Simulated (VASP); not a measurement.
# TiAlF (P4/mmm) in VASP: further runs, part 2 of 3

VASP 6.6.1.

### 3 Relaxation of cell and atoms, PBE, collinear spin

This run uses another cell than the first one, of 14.12 Å³/atom.

INCAR reads:

```
ALGO = Normal ; EDIFF = 1E-6
EDIFFG = -0.04 ; ENCUT = 600
GGA = PE ; IBRION = 2
ISIF = 3 ; ISMEAR = 0
ISPIN = 2 ; LASPH = T
LCHARG = F ; LMAXMIX = 4
LORBIT = 11 ; LREAL = F
LWAVE = F ; MAGMOM = 1 0 0
NELM = 150 ; NSW = 90
PREC = Accurate ; SIGMA = 0.1
```

KPOINTS reads:

```
k-points
0
Gamma
  6 6 4
```

POSCAR reads:

```
TiAlF
1.0
    3.2826074900      0.0000000000      0.0000000000
    0.0000000000      3.2826074900      0.0000000000
    0.0000000000      0.0000000000      3.9301975000
Ti Al F
1 1 1
Direct
    0.5000000000      0.5000000000      0.0000000000
    0.5000000000      0.5000000000      0.5000000000
    0.0000000000      0.0000000000      0.0000000000
```

Potentials or basis: VASP PAW PBE potentials, release 64 (Ti_sv, Al, F).

Run with:

```
> cat potpaw_PBE.64/Ti_sv/POTCAR potpaw_PBE.64/Al/POTCAR potpaw_PBE.64/F/POTCAR > POTCAR
> mpirun -np 1 vasp_std > vasp.out
```

OUTCAR:

```text
EDIFF = 1E-6
   EDIFFG = -0.04
   ENCUT = 600
   GGA = PE
   IBRION = 2
   ISIF = 3
   ISMEAR = 0
   ISPIN = 2
   LASPH = T
   LORBIT = 11
   LREAL = F
   NELM = 150
   NSW = 90
   PREC = Accurate

 ion  position               nearest neighbor table
   1  0.500  0.500  0.000-   2 1.97   2 1.97   3 2.32   3 2.32   3 2.32   3 2.32
   2  0.500  0.500  0.500-   1 1.97   1 1.97
   3  0.000  0.000  0.000-   1 2.32   1 2.32   1 2.32   1 2.32

  LATTYP: Found a simple tetragonal cell.
 ALAT       =     3.2826074900
 C/A-ratio  =     1.1972791484

  Lattice vectors:

 A1 = (   3.2826074900,   0.0000000000,   0.0000000000)
 A2 = (   0.0000000000,   3.2826074900,   0.0000000000)
 A3 = (   0.0000000000,   0.0000000000,   3.9301975000)

Analysis of symmetry for initial positions (statically):
=====================================================================
 Subroutine PRICEL returns:
 Original cell was already a primitive cell.

 Routine SETGRP: Setting up the symmetry group for a
 simple tetragonal supercell.

 Subroutine GETGRP returns: Found 16 space group operations
 (whereof 16 operations were pure point group operations)
 out of a pool of 16 trial point group operations.

The static configuration has the point symmetry D_4h.

Analysis of symmetry for dynamics (positions and initial velocities):
=====================================================================
 Subroutine PRICEL returns:
 Original cell was already a primitive cell.

 Routine SETGRP: Setting up the symmetry group for a
 simple tetragonal supercell.

 Subroutine GETGRP returns: Found 16 space group operations
 (whereof 16 operations were pure point group operations)
 out of a pool of 16 trial point group operations.

The dynamic configuration has the point symmetry D_4h.

Analysis of structural, dynamic, and magnetic symmetry:
=====================================================================
 Subroutine PRICEL returns:
 Original cell was already a primitive cell.

 Routine SETGRP: Setting up the symmetry group for a
 simple tetragonal supercell.

 Subroutine GETGRP returns: Found 16 space group operations
 (whereof 16 operations were pure point group operations)
 out of a pool of 16 trial point group operations.

The overall configuration has the point symmetry D_4h.

 Subroutine INISYM returns: Found 16 space group operations
 (whereof 16 operations are pure point group operations),
 and found     1 'primitive' translations

----------------------------------------------------------------------------------------

                                     Primitive cell

  volume of cell :      42.3499

  direct lattice vectors                    reciprocal lattice vectors
     3.282607490  0.000000000  0.000000000     0.304635873  0.000000000  0.000000000
     0.000000000  3.282607490  0.000000000     0.000000000  0.304635873  0.000000000
     0.000000000  0.000000000  3.930197500     0.000000000  0.000000000  0.254440139

  length of vectors
     3.282607490  3.282607490  3.930197500     0.304635873  0.304635873  0.254440139

[... 29 lines left out ...]
  Shift w.r.t. Gamma in fractional coordinates (k-lattice)
     0.000000000  0.000000000  0.000000000

 Subroutine IBZKPT returns following result:
 ===========================================

 Found     30 irreducible k-points:

 Following reciprocal coordinates:
            Coordinates               Weight
  0.000000  0.000000  0.000000      1.000000
  0.166667  0.000000  0.000000      4.000000
  0.333333  0.000000  0.000000      4.000000
  0.500000  0.000000  0.000000      2.000000
  0.166667  0.166667  0.000000      4.000000
  0.333333  0.166667  0.000000      8.000000
[... 16 lines left out ...]
  0.333333  0.000000  0.500000      4.000000
  0.500000  0.000000  0.500000      2.000000
 [... further k-points ...]
   k-points           NKPTS =     30   k-points in BZ     NKDIM =     30   number of bands    NBANDS=     16
   number of dos      NEDOS =    301   number of ions     NIONS =      3
   total plane-waves  NPLWV =  25088
   dimension x,y,z NGX =    28 NGY =   28 NGZ =   32
   dimension x,y,z NGXF=    56 NGYF=   56 NGZF=   64
   ions per type =               1   1   1
   NGX,Y,Z   is equivalent  to a cutoff of  14.18, 14.18, 13.54 a.u.
   NGXF,Y,Z  is equivalent  to a cutoff of  28.36, 28.36, 27.07 a.u.
 SYSTEM =  unknown system
   PREC   = accura    normal or accurate (medium, high low for compatibility)
   ISTART =      0    job   : 0-new  1-cont  2-samecut
   ICHARG =      2    charge: 1-file 2-atom 10-const
   ISPIN  =      2    spin polarized calculation?
   LNONCOLLINEAR =      F non collinear calculations
   LSORBIT =      F    spin-orbit coupling
   LASPH  =      T    aspherical Exc in radial PAW
   ENCUT  =  600.0 eV  44.10 Ry    6.64 a.u.   6.56  6.56  7.85*2*pi/ulx,y,z
   NELM   =    150;   NELMIN=  2; NELMDL= -5     # of ELM steps
   EDIFF  = 0.1E-05   stopping-criterion for ELM
   LREAL  =      F    real-space projection
   EDIFFG = -.4E-01   stopping-criterion for IOM
   NSW    =     90    number of steps for IOM
   IBRION =      2    ionic relax: 0-MD 1-quasi-New 2-CG
   NFREE  =      1    steps in history (QN), initial steepest desc. (CG)
   ISIF   =      3    stress and relaxation
   ISYM   =      2    0-nonsym 1-usesym 2-fastsym
   POTIM  = 0.5000    time-step for ionic-motion
   TEBEG  =    0.0;   TEEND  =   0.0 temperature during run
   PSTRESS=    0.0 pullay stress
   NELECT =      22.0000    total number of electrons
   NUPDOWN=      -1.0000    fix difference up-down
   EMIN   =  10.00;   EMAX   =-10.00  energy-range for DOS
   EFERMI =   0.00;   METHOD = LEGACY
   ISMEAR =     0;   SIGMA  =   0.10  broadening in eV -4-tet -1-fermi 0-gaus
   EFERMI_NEDOS =   21; number of points for ismear=-14 and -15
   IALGO  =     38    algorithm
   IMIX   =      4    mixing-type and parameters
     AMIX     =   0.40;   BMIX     =  1.00
     AMIX_MAG =   1.60;   BMIX_MAG =  1.00
  volume/ion in A,a.u.               =      14.12        95.26
  Fermi-wavevector in a.u.,A,eV,Ry     =   1.316027  2.486931 23.564316  1.731928
  Thomas-Fermi vector in A             =   2.446169
   LORBIT       =     11    0 simple, 1 ext, 2 COOP (PROOUT), +10 PAW based schemes
   GGA     = PE    functional components
   LHFCALC =     F    Hartree Fock is set to
   AEXX    =    0.0000 exact exchange contribution
   IVDW    =     0    specifies the selected vdW correction
   LEPSILON=     F    determine dielectric tensor
   LRPA    =     F    only Hartree local field effects (RPA)
 conjugate gradient relaxation of ions
 spin polarized calculation
 Gauss-broadening in eV      SIGMA  =   0.10
  energy-cutoff  :      600.00
  volume of cell :       42.35
 maximum number of plane-waves:      1432
 NGX is ok and might be reduce to    28
   NGX = 13   NGY = 13   NGZ = 15

--------------------------------------- Ionic step        1  -------------------------------------------

 number of electron      21.9999998 magnetization       0.7057436

 Free energy of the ion-electron system (eV)
  ---------------------------------------------------
  ext. energy  EPLUGINS =         0.00000000
  ---------------------------------------------------
  free energy    TOTEN  =       -10.40773832 eV

  energy without entropy =      -10.39041498  energy(sigma->0) =      -10.39907665

------------------------ aborting loop because EDIFF is reached ----------------------------------------

  FORCE on cell =-STRESS in cart. coord.  units (eV):
  Direction    XX          YY          ZZ          XY          YZ          ZX
  --------------------------------------------------------------------------------------
  -------------------------------------------------------------------------------------
  Total       -3.1547859     -3.1547859     34.9173630      0.0000000     -0.0000000      0.0000000
  in kB     -119.3515849   -119.3515849   1320.9906173      0.0000000     -0.0000000      0.0000000
  external PRESSURE =     360.7624825 kB  Pullay stress =       0.0000000 kB
[... 2141 lines left out ...]
 number of electron      21.9999989 magnetization       0.0000002

 number of electron      21.9999989 magnetization      -0.0000001

 Free energy of the ion-electron system (eV)
  ---------------------------------------------------
  ext. energy  EPLUGINS =         0.00000000
  ---------------------------------------------------
  free energy    TOTEN  =       -15.92848898 eV

  energy without entropy =      -15.92006763  energy(sigma->0) =      -15.92427830

 E-fermi :   6.5420     XC(G=0): -10.2574

 val. band max:        6.5179779860   @ k =   0.3333   0.0000   0.5000
 cond. band min:       6.5862542387   @ k =   0.3333   0.0000   0.0000
 fundamental gap:      0.0682762527
 Fermi energy:         6.5420084522
[... 948 lines left out ...]
  FREE ENERGIE OF THE ION-ELECTRON SYSTEM (eV)
  ---------------------------------------------------
  free  energy   TOTEN  =       -15.9284889771 eV

  energy  without entropy=      -15.9200676322  energy(sigma->0) =      -15.92427830

 reached required accuracy - stopping structural energy minimisation

 total charge

# of ion       s       p       d       tot
------------------------------------------
    1        2.159   6.084   2.001  10.244
    2        0.468   0.324   0.000   0.792
    3        1.751   4.403   0.000   6.154
--------------------------------------------------
tot          4.378  10.811   2.001  17.190

 magnetization (x)

# of ion       s       p       d       tot
------------------------------------------
    1       -0.000   0.000   0.000  -0.000
    2        0.000   0.000   0.000   0.000
    3        0.000   0.000   0.000   0.000
--------------------------------------------------
tot         -0.000   0.000   0.000   0.000
```

OSZICAR:

```text
N       E                     dE             d eps       ncg     rms          rms(c)
DAV:   1     0.198245941581E+03    0.19825E+03   -0.12054E+04  1920   0.159E+03
DAV:   2     0.721224586075E+01   -0.19103E+03   -0.18774E+03  2128   0.401E+02
[... 127 lines left out ...]
DAV:   2    -0.159401623488E+02   -0.14852E-02   -0.28921E-01  2336   0.296E+00    0.676E-01
DAV:   3    -0.159287976473E+02    0.11365E-01   -0.10146E-01  2320   0.174E+00    0.151E-01
DAV:   4    -0.159284601745E+02    0.33747E-03   -0.12304E-03  2800   0.350E-01    0.436E-02
DAV:   5    -0.159284712065E+02   -0.11032E-04   -0.31941E-04  2848   0.944E-02    0.327E-02
DAV:   6    -0.159284827326E+02   -0.11526E-04   -0.26882E-05  2416   0.394E-02    0.187E-02
DAV:   7    -0.159284891392E+02   -0.64066E-05   -0.24816E-05  2944   0.321E-02    0.436E-03
DAV:   8    -0.159284889771E+02    0.16213E-06   -0.17960E-06  1360   0.982E-03
   9 F= -.15928489E+02 E0= -.15924278E+02  d E =-.351231E-02  mag=     0.0000
```

Wall time 5.6 min (1 thread of Intel Xeon Platinum 8259CL at 2.50GHz (Skylake/Cascade Lake), shared host); peak memory 0.23 GiB.

What came out:

- Free energy: -15.9285 eV
- Relaxed volume: 15.73 Å³/atom
- Relaxed cell: a = 2.974 Å, b = 2.974 Å, c = 5.335 Å, α = 90.00°, β = 90.00°, γ = 90.00°
- Space group after relaxing (to 0.1 Å): P4/mmm (No. 123)
- Energy gained by relaxing: 1840.3 meV/atom
- Ionic steps: 9
- Pressure after relaxing: -0.2 GPa
- Band gap on the k mesh: zero (filled and empty bands overlap)
- Net moment: 0.00 μB per cell
- Valence electrons inside the program's atomic spheres: Ti 10.24; Al 0.79; F 6.15

Stress tensor (GPa, compression positive):
```
-0.36  0.00  0.00
 0.00 -0.36  0.00
 0.00  0.00  0.02
```

Step by step:
```csv
step,energy change (eV),largest force (eV/Å),pressure (GPa),volume (Å³)
1,0.0000,0.0000,36.08,42.35
2,-4.4212,0.0000,-19.92,59.59
3,-5.2059,0.0000,-8.72,53.82
4,-5.2088,0.0000,-9.15,54.03
5,-5.5174,0.0000,-0.94,47.45
6,-5.5174,0.0000,-0.94,47.47
7,-5.5172,0.0000,-1.20,47.60
8,-5.5200,0.0000,0.20,47.00
9,-5.5208,0.0000,-0.23,47.19
```

Final structure:
```yaml
crystal:
  lattice:
    - [2.97394, 0.00000, 0.00000]
    - [0.00000, 2.97394, 0.00000]
    - [0.00000, 0.00000, 5.33549]
  atoms:
    - { symbol: Ti, position: [0.50000, 0.50000, 0.00000] }
    - { symbol: Al, position: [0.50000, 0.50000, 0.50000] }
    - { symbol: F, position: [0.00000, 0.00000, 0.00000] }
```

Levels at points of the mesh, in eV from the Fermi level:
Spin up:
```tsv
k point	band 8	band 9	band 10	band 11	band 12	band 13	band 14	band 15
(0.00, 0.00, 0.00)	-8.33	-7.32	-2.04	-0.54	0.72	1.04	1.04	1.16
(0.50, 0.00, 0.00)	-8.30	-4.19	-2.24	0.15	0.85	0.96	1.29	2.19
(0.50, 0.50, 0.00)	-7.71	-1.58	-0.80	-0.80	0.53	0.53	1.34	2.24
(0.00, 0.00, 0.50)	-8.38	-5.89	-3.26	-2.03	1.00	1.00	1.00	1.16
(0.50, 0.00, 0.50)	-8.40	-3.58	-2.01	-1.46	0.86	1.27	1.30	2.83
(0.50, 0.50, 0.50)	-7.74	-1.53	-1.53	-0.36	0.45	1.40	2.24	2.24
```
Spin down:
```
           k point  band 9  band 10  band 11  band 12  band 13  band 14
(0.00, 0.00, 0.00)   -7.32    -2.04    -0.54     0.72     1.04     1.04
(0.50, 0.00, 0.00)   -4.19    -2.24     0.15     0.85     0.96     1.29
(0.50, 0.50, 0.00)   -1.58    -0.80    -0.80     0.53     0.53     1.34
(0.00, 0.00, 0.50)   -5.89    -3.26    -2.03     1.00     1.00     1.00
(0.50, 0.00, 0.50)   -3.58    -2.01    -1.46     0.86     1.27     1.30
(0.50, 0.50, 0.50)   -1.53    -1.53    -0.36     0.45     1.40     2.24
```

Caveat: the k points lie up to 0.35 Å⁻¹ apart in the final cell, too coarse for converged energies and pressures of a metal; a cell axis changed by over 15 % at a fixed basis, so the end point is rough.

[end of part 2 of 3]
